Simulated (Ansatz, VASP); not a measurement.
HC4: VASP beside Ansatz

```
C H
1.0
     4.93144    0.00000    0.00000
    -2.46572    4.27075    0.00000
     0.00000    0.00000   18.00000
C H
8 2
Direct
  0.16667 0.33333 0.22222
  0.16667 0.83333 0.22222
  0.66667 0.33333 0.22222
  0.66667 0.83333 0.22222
  0.33333 0.16667 0.22222
  0.33333 0.66667 0.22222
  0.83333 0.16667 0.22222
  0.83333 0.66667 0.22222
  0.11287 0.38713 0.28278
  0.22046 0.27954 0.28278
```

Alike in both runs: task single point; functional PBE; dispersion D3(BJ); k mesh 6 × 6 × 1; occupations gaussian, width 0.1 eV; no spin polarisation.

```csv
,VASP,Ansatz
version,VASP 6.6.1,Ansatz 0.2.0
potentials or method,"VASP PAW PBE potentials, release 64 (C, H), cutoff 520 eV","scalar-relativistic, plane waves, PAW"
valence electrons in the cell,34,34
```

VASP gave:

| Quantity | Value |
| --- | --- |
| gap on the k mesh at the Fermi level (eV) | none |
| rms of the force components (eV/Å) | 1.769 |
| work function, face that differs most (eV) | 4.02 |

Task: Which values does Ansatz return?

Result: gap on the k mesh at the Fermi level (eV): none; rms of the force components (eV/Å): 1.763; work function, face that differs most (eV): 4.02.

Atom by atom the forces differ by 0.012 eV/Å (rms over components). A gap of «none» marks a metal or a gap that the smearing closes.
